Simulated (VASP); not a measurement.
# Si3Mo (Pm-3m) in VASP: a series of runs

Runs on Si3Mo. Level: PBE. Tasks: relaxation of cell and atoms, single point.

All numbers are computed with VASP 6.6.1; they aren't measurements. Logs are shortened: lines on timing, memory, paths and dates and some standing lists are left out, and cuts for length are marked.

## (1) The cell of the first run

The structure is cubic, space group Pm-3m (No. 221). The conventional cell has a = 3.970 Å, b = 3.970 Å, c = 3.970 Å, α = 90.00°, β = 90.00°, γ = 90.00°. Within 3.7 Å of Si (site symmetry 4/mmm) lie 8 Si at 2.81 Å and 4 Mo at 2.81 Å. Mo (site symmetry m-3m) has 12 Si at 2.81 Å within 3.7 Å.

## (2) Relaxation of cell and atoms, PBE

File INCAR:

```
PREC = Accurate ; ENCUT = 600
EDIFF = 1E-6 ; ISMEAR = 0
SIGMA = 0.1 ; LREAL = False
LASPH = True ; NELM = 100
ALGO = Normal ; ISIF = 3
LWAVE = False ; LCHARG = False
GGA = PE ; IBRION = 2
NSW = 90 ; EDIFFG = -0.04
```

File KPOINTS:

```
regular mesh
0
Gamma
  4 4 4
```

File POSCAR:

```
Si3Mo
1.0
    3.9703071000      0.0000000000      0.0000000000
    0.0000000000      3.9703071000      0.0000000000
    0.0000000000      0.0000000000      3.9703071000
Si Mo
3 1
Direct
    0.0000000000      0.5000000000      0.5000000000
    0.5000000000      0.0000000000      0.5000000000
    0.5000000000      0.5000000000      0.0000000000
    0.0000000000      0.0000000000      0.0000000000
```

Potentials or basis: VASP PAW PBE potentials, release 64 (Si, Mo_sv).

The run is started by

```
$ cat potpaw_PBE.64/Si/POTCAR potpaw_PBE.64/Mo_sv/POTCAR > POTCAR
$ mpirun -np 1 vasp_std > vasp.out
```

OUTCAR:

```text
PREC = Accurate
   ENCUT = 600
   EDIFF = 1E-6
   ISMEAR = 0
   LREAL = False
   LASPH = True
   NELM = 100
   ISIF = 3
   GGA = PE
   IBRION = 2
   NSW = 90
   EDIFFG = -0.04

 ion  position               nearest neighbor table
   1  0.000  0.500  0.500-   2 2.81   3 2.81   4 2.81   3 2.81   4 2.81   2 2.81   4 2.81   4 2.81
                             2 2.81   3 2.81   3 2.81   2 2.81
   2  0.500  0.000  0.500-   1 2.81   3 2.81   4 2.81   3 2.81   4 2.81   1 2.81   3 2.81   3 2.81
                             1 2.81   4 2.81   4 2.81   1 2.81
   3  0.500  0.500  0.000-   1 2.81   2 2.81   4 2.81   1 2.81   2 2.81   2 2.81   4 2.81   2 2.81
                             1 2.81   4 2.81   1 2.81   4 2.81
   4  0.000  0.000  0.000-   1 2.81   2 2.81   3 2.81   1 2.81   2 2.81   1 2.81   3 2.81   1 2.81
                             2 2.81   3 2.81   2 2.81   3 2.81

  LATTYP: Found a simple cubic cell.
 ALAT       =     3.9703071000

  Lattice vectors:

 A1 = (   3.9703071000,   0.0000000000,   0.0000000000)
 A2 = (   0.0000000000,   3.9703071000,   0.0000000000)
 A3 = (   0.0000000000,   0.0000000000,   3.9703071000)

Analysis of symmetry for initial positions (statically):
=====================================================================
 Subroutine PRICEL returns:
 Original cell was already a primitive cell.

 Routine SETGRP: Setting up the symmetry group for a
 simple cubic supercell.

 Subroutine GETGRP returns: Found 48 space group operations
 (whereof 48 operations were pure point group operations)
 out of a pool of 48 trial point group operations.

The static configuration has the point symmetry O_h .

Analysis of symmetry for dynamics (positions and initial velocities):
=====================================================================
 Subroutine PRICEL returns:
 Original cell was already a primitive cell.

 Routine SETGRP: Setting up the symmetry group for a
 simple cubic supercell.

 Subroutine GETGRP returns: Found 48 space group operations
 (whereof 48 operations were pure point group operations)
 out of a pool of 48 trial point group operations.

The dynamic configuration has the point symmetry O_h .

 Subroutine INISYM returns: Found 48 space group operations
 (whereof 48 operations are pure point group operations),
 and found     1 'primitive' translations

----------------------------------------------------------------------------------------

                                     Primitive cell

  volume of cell :      62.5853

  direct lattice vectors                    reciprocal lattice vectors
     3.970307100  0.000000000  0.000000000     0.251869685  0.000000000  0.000000000
     0.000000000  3.970307100  0.000000000     0.000000000  0.251869685  0.000000000
     0.000000000  0.000000000  3.970307100     0.000000000  0.000000000  0.251869685

  length of vectors
     3.970307100  3.970307100  3.970307100     0.251869685  0.251869685  0.251869685

  position of ions in fractional coordinates (direct lattice)
     0.000000000  0.500000000  0.500000000
     0.500000000  0.000000000  0.500000000
     0.500000000  0.500000000  0.000000000
     0.000000000  0.000000000  0.000000000

  ion indices of the primitive-cell ions
   primitive index   ion index
                 1           1
                 2           2
                 3           3
                 4           4

----------------------------------------------------------------------------------------

 KPOINTS: regular mesh

Automatic generation of k-mesh.
 Grid dimensions read from file:
 generate k-points for:    4    4    4

 Generating k-lattice:

  Cartesian coordinates                     Fractional coordinates (reciprocal lattice)
     0.062967421  0.000000000  0.000000000     0.250000000  0.000000000  0.000000000
     0.000000000  0.062967421  0.000000000     0.000000000  0.250000000  0.000000000
     0.000000000  0.000000000  0.062967421     0.000000000  0.000000000  0.250000000

  Length of vectors
     0.062967421  0.062967421  0.062967421

  Shift w.r.t. Gamma in fractional coordinates (k-lattice)
     0.000000000  0.000000000  0.000000000

 Subroutine IBZKPT returns following result:
 ===========================================

 Found     10 irreducible k-points:

 Following reciprocal coordinates:
            Coordinates               Weight
  0.000000  0.000000  0.000000      1.000000
  0.250000  0.000000  0.000000      6.000000
  0.500000  0.000000  0.000000      3.000000
  0.250000  0.250000  0.000000     12.000000
  0.500000  0.250000  0.000000     12.000000
  0.500000  0.500000  0.000000      3.000000
  0.250000  0.250000  0.250000      8.000000
  0.500000  0.250000  0.250000     12.000000
  0.500000  0.500000  0.250000      6.000000
  0.500000  0.500000  0.500000      1.000000
   k-points           NKPTS =     10   k-points in BZ     NKDIM =     10   number of bands    NBANDS=     17
   number of dos      NEDOS =    301   number of ions     NIONS =      4
   total plane-waves  NPLWV =  32768
   dimension x,y,z NGX =    32 NGY =   32 NGZ =   32
   dimension x,y,z NGXF=    64 NGYF=   64 NGZF=   64
   ions per type =               3   1
   NGX,Y,Z   is equivalent  to a cutoff of  13.40, 13.40, 13.40 a.u.
   NGXF,Y,Z  is equivalent  to a cutoff of  26.80, 26.80, 26.80 a.u.
 SYSTEM =  unknown system
   PREC   = accura    normal or accurate (medium, high low for compatibility)
   ISTART =      0    job   : 0-new  1-cont  2-samecut
   ICHARG =      2    charge: 1-file 2-atom 10-const
   ISPIN  =      1    spin polarized calculation?
   LNONCOLLINEAR =      F non collinear calculations
   LSORBIT =      F    spin-orbit coupling
   LASPH  =      T    aspherical Exc in radial PAW
   ENCUT  =  600.0 eV  44.10 Ry    6.64 a.u.   7.93  7.93  7.93*2*pi/ulx,y,z
   NELM   =    100;   NELMIN=  2; NELMDL= -5     # of ELM steps
   EDIFF  = 0.1E-05   stopping-criterion for ELM
   LREAL  =      F    real-space projection
   EDIFFG = -.4E-01   stopping-criterion for IOM
   NSW    =     90    number of steps for IOM
   IBRION =      2    ionic relax: 0-MD 1-quasi-New 2-CG
   NFREE  =      1    steps in history (QN), initial steepest desc. (CG)
   ISIF   =      3    stress and relaxation
   ISYM   =      2    0-nonsym 1-usesym 2-fastsym
   POTIM  = 0.5000    time-step for ionic-motion
   TEBEG  =    0.0;   TEEND  =   0.0 temperature during run
   PSTRESS=    0.0 pullay stress
   NELECT =      26.0000    total number of electrons
   NUPDOWN=      -1.0000    fix difference up-down
   EMIN   =  10.00;   EMAX   =-10.00  energy-range for DOS
   EFERMI =   0.00;   METHOD = LEGACY
   ISMEAR =     0;   SIGMA  =   0.10  broadening in eV -4-tet -1-fermi 0-gaus
   EFERMI_NEDOS =   21; number of points for ismear=-14 and -15
   IALGO  =     38    algorithm
   IMIX   =      4    mixing-type and parameters
     AMIX     =   0.40;   BMIX     =  1.00
     AMIX_MAG =   1.60;   BMIX_MAG =  1.00
  volume/ion in A,a.u.               =      15.65       105.59
  Fermi-wavevector in a.u.,A,eV,Ry     =   1.221542  2.308380 20.302146  1.492166
  Thomas-Fermi vector in A             =   2.356721
   LORBIT       =      0    0 simple, 1 ext, 2 COOP (PROOUT), +10 PAW based schemes
   GGA     = PE    functional components
   LHFCALC =     F    Hartree Fock is set to
   AEXX    =    0.0000 exact exchange contribution
   IVDW    =     0    specifies the selected vdW correction
   LEPSILON=     F    determine dielectric tensor
   LRPA    =     F    only Hartree local field effects (RPA)
 conjugate gradient relaxation of ions
 non-spin polarized calculation
 Gauss-broadening in eV      SIGMA  =   0.10
  energy-cutoff  :      600.00
  volume of cell :       62.59
 maximum number of plane-waves:      2176
 NGX is ok and might be reduce to    32
   NGX = 15   NGY = 15   NGZ = 15

--------------------------------------- Ionic step        1  -------------------------------------------

 number of electron      26.0000002 magnetization

 Free energy of the ion-electron system (eV)
  ---------------------------------------------------
  ext. energy  EPLUGINS =         0.00000000
  ---------------------------------------------------
  free energy    TOTEN  =       -25.42397300 eV

  energy without entropy =      -25.41396524  energy(sigma->0) =      -25.41896912

------------------------ aborting loop because EDIFF is reached ----------------------------------------

  FORCE on cell =-STRESS in cart. coord.  units (eV):
  Direction    XX          YY          ZZ          XY          YZ          ZX
  --------------------------------------------------------------------------------------
  -------------------------------------------------------------------------------------
  Total       -5.2866313     -5.2866313     -5.2866313      0.0000000      0.0000000     -0.0000000
  in kB     -135.3372358   -135.3372358   -135.3372358      0.0000000      0.0000000     -0.0000000
  external PRESSURE =    -135.3372358 kB  Pullay stress =       0.0000000 kB
[... 61 lines left out ...]
  energy  without entropy=      -25.4887199789  energy(sigma->0) =      -25.49521867

--------------------------------------- Ionic step        3  -------------------------------------------

 number of electron      26.0000003 magnetization

 Free energy of the ion-electron system (eV)
  ---------------------------------------------------
  ext. energy  EPLUGINS =         0.00000000
  ---------------------------------------------------
  free energy    TOTEN  =       -25.72967475 eV

  energy without entropy =      -25.71966563  energy(sigma->0) =      -25.72467019

 E-fermi :  11.7435     XC(G=0): -11.9898

 val. band max:       11.7322352741   @ k =   0.5000   0.5000   0.2500
 cond. band min:      11.8411782918   @ k =   0.5000   0.5000   0.5000
 fundamental gap:      0.1089430177
 Fermi energy:        11.7434502365

 k-point     1 :       0.0000    0.0000    0.0000
  band No.  band energies     occupation
      1     -49.1550      2.00000
      2     -23.3171      2.00000
      3     -23.3171      2.00000
      4     -23.3171      2.00000
      5      -2.2446      2.00000
      6       5.5505      2.00000
[... 9 lines left out ...]
     16      13.8326      0.00000
     17      14.3892      0.00000
[... 209 lines left out ...]
  FREE ENERGIE OF THE ION-ELECTRON SYSTEM (eV)
  ---------------------------------------------------
  free  energy   TOTEN  =       -25.7296747528 eV

  energy  without entropy=      -25.7196656340  energy(sigma->0) =      -25.72467019

 reached required accuracy - stopping structural energy minimisation
```

It took 12 s on 1 thread of Intel Xeon 6975P-C (Granite Rapids), shared host; peak memory 0.19 GiB.

Results:

```yaml
Free_energy: -25.7297 eV
Relaxed_volume: 14.03 Å³/atom
Relaxed_cell: a = 3.829 Å, b = 3.829 Å, c = 3.829 Å, α = 90.00°, β = 90.00°, γ = 90.00°
Space_group_after_relaxing_to_0.05_Å: Pm-3m (No. 221)
Energy_gained_by_relaxing: 76.4 meV/atom
Ionic_steps: 3
Pressure_after_relaxing: -0.2 GPa
Band_gap_on_the_k_mesh: zero (band 13 reaches 12.15 eV, above the bottom of band 14 at 10.78 eV)
```

The path:
| step | energy change (eV) | largest force (eV/Å) | pressure (GPa) | volume (Å³) |
| --- | --- | --- | --- | --- |
| 1 | 0.0000 | 0.0000 | -13.53 | 62.59 |
| 2 | -0.0777 | 0.0000 | 16.83 | 51.36 |
| 3 | -0.3057 | 0.0000 | -0.24 | 56.13 |

Final structure:
```
Si Mo
1.0
     3.82887    0.00000    0.00000
     0.00000    3.82887    0.00000
     0.00000    0.00000    3.82887
Si Mo
3 1
Cartesian
  0.0000 1.9144 1.9144
  1.9144 0.0000 1.9144
  1.9144 1.9144 0.0000
  0.0000 0.0000 0.0000
```

Levels at points of the mesh, in eV from the Fermi level:
| k point | band 9 | band 10 | band 11 | band 12 | band 13 | band 14 | band 15 | band 16 | band 17 |
| --- | --- | --- | --- | --- | --- | --- | --- | --- | --- |
| (0.00, 0.00, 0.00) | -4.52 | -4.52 | -1.48 | -1.48 | -1.48 | -0.09 | 2.09 | 2.09 | 2.65 |
| (0.50, 0.00, 0.00) | -4.55 | -3.06 | -1.16 | -1.16 | -1.13 | -0.46 | -0.39 | 1.89 | 1.89 |
| (0.50, 0.50, 0.00) | -3.73 | -3.73 | -1.38 | -1.31 | -0.22 | -0.11 | 1.10 | 1.10 | 2.89 |
| (0.50, 0.50, 0.50) | -5.36 | -5.36 | -5.36 | -0.26 | 0.10 | 0.10 | 1.97 | 1.97 | 1.97 |

Caveat: the k points lie up to 0.41 Å⁻¹ apart in the final cell.

## (3) Single point, PBE, collinear spin, ferromagnetic start

This run uses another cell than the first one, of 14.02 Å³/atom, 0.896 times its volume.

File INCAR:

```
SYSTEM = Si3Mo
  PREC = Accurate
  ENCUT = 520
  EDIFF = 1E-7
  ISMEAR = 0
  SIGMA = 0.1
  LREAL = .False.
  LASPH = .True.
  NELM = 150
  ALGO = Normal
  ISIF = 2
  LWAVE = .False.
  LCHARG = .True.
  ISPIN = 2
  MAGMOM = 0 0 0 1
  LORBIT = 11
  LMAXMIX = 4
  GGA = PE
  LELF = .True.
  LVHAR = .True.
  NBANDS = 25
```

File KPOINTS:

```
regular mesh
0
Gamma
  4 4 4
  0 0 0
```

File POSCAR:

```
Si3Mo
1.0
    3.8274465554      0.0000000000      0.0000000000
    0.0000000000      3.8274465554      0.0000000000
    0.0000000000      0.0000000000      3.8274465554
Si Mo
3 1
Direct
    0.0000000000      0.5000000000      0.5000000000
    0.5000000000      0.0000000000      0.5000000000
    0.5000000000      0.5000000000      0.0000000000
    0.0000000000      0.0000000000      0.0000000000
```

Potentials or basis: VASP PAW PBE potentials, release 64 (Si, Mo_sv).

The run is started by

```
$ cat potpaw_PBE.64/Si/POTCAR potpaw_PBE.64/Mo_sv/POTCAR > POTCAR
$ mpirun -np 1 vasp_std > vasp.out
```

Wall time 22 s (1 thread of Intel Xeon 6975P-C (Granite Rapids), shared host); peak memory 0.17 GiB.

Results (log left out):

```
Free energy                                           : -25.7277 eV
Pressure                                              : -0.1 GPa
Band gap on the k mesh                                : zero (filled and empty bands overlap)
Net moment                                            : 0.00 μB per cell
Valence electrons inside the program's atomic spheres : Si 1.57; Mo 12.58
```

Levels at points of the mesh, in eV from the Fermi level:
Spin up:
```
           k point  band 10  band 11  band 12  band 13  band 14  band 15  band 16  band 17
(0.00, 0.00, 0.00)    -4.52    -1.49    -1.49    -1.49    -0.10     2.10     2.10     2.65
(0.50, 0.00, 0.00)    -3.06    -1.16    -1.16    -1.14    -0.46    -0.39     1.90     1.90
(0.50, 0.50, 0.00)    -3.73    -1.38    -1.31    -0.22    -0.11     1.10     1.10     2.90
(0.50, 0.50, 0.50)    -5.37    -5.37    -0.26     0.10     0.10     1.97     1.97     1.97
```
Spin down:
```tsv
k point	band 11	band 12	band 13	band 14	band 15	band 16
(0.00, 0.00, 0.00)	-1.49	-1.49	-1.49	-0.10	2.10	2.10
(0.50, 0.00, 0.00)	-1.16	-1.16	-1.14	-0.46	-0.39	1.90
(0.50, 0.50, 0.00)	-1.38	-1.31	-0.22	-0.11	1.10	1.10
(0.50, 0.50, 0.50)	-5.37	-0.26	0.10	0.10	1.97	1.97
```

Caveat: the k points lie up to 0.41 Å⁻¹ apart.
